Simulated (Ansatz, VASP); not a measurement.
**Sc12H: VASP beside Ansatz**

```
CELL_PARAMETERS angstrom
6.62000 0.00000 0.00000
-4.96500 8.59963 0.00000
0.00000 0.00000 5.27614
ATOMIC_POSITIONS crystal
Sc 0.00000 0.00000 0.00000
Sc 0.16667 0.22222 0.50000
Sc 0.00000 0.33333 0.00000
Sc 0.16667 0.55556 0.50000
Sc 0.00000 0.66667 0.00000
Sc 0.16667 0.88889 0.50000
Sc 0.50000 0.00000 0.00000
Sc 0.66667 0.22222 0.50000
Sc 0.50000 0.33333 0.00000
Sc 0.66667 0.55556 0.50000
Sc 0.50000 0.66667 0.00000
Sc 0.66667 0.88889 0.50000
H 0.32784 0.10873 0.75314
```

Alike in both runs: functional PBE; dispersion D3(BJ); k mesh 3 × 2 × 3; occupations fermi-dirac, width 0.1 eV; no spin polarisation.

Ansatz relaxed the structure, and its values are those at the end. VASP's run is a single point on that final structure, the one shown.

```csv
,VASP,Ansatz
version,VASP 6.6.1,Ansatz 0.2.0
potentials or method,"VASP PAW PBE potentials, release 64 (Sc_sv, H), cutoff 520 eV","scalar-relativistic, plane waves, PAW"
valence electrons in the cell,133,133
```

VASP gave:

| Quantity | Value |
| --- | --- |
| rms of the force components (eV/Å) | 0.026 |

Task: Which values does Ansatz return?

Result: rms of the force components (eV/Å): 0.027.

The k mesh is coarse, so the values compare programs but aren't converged.
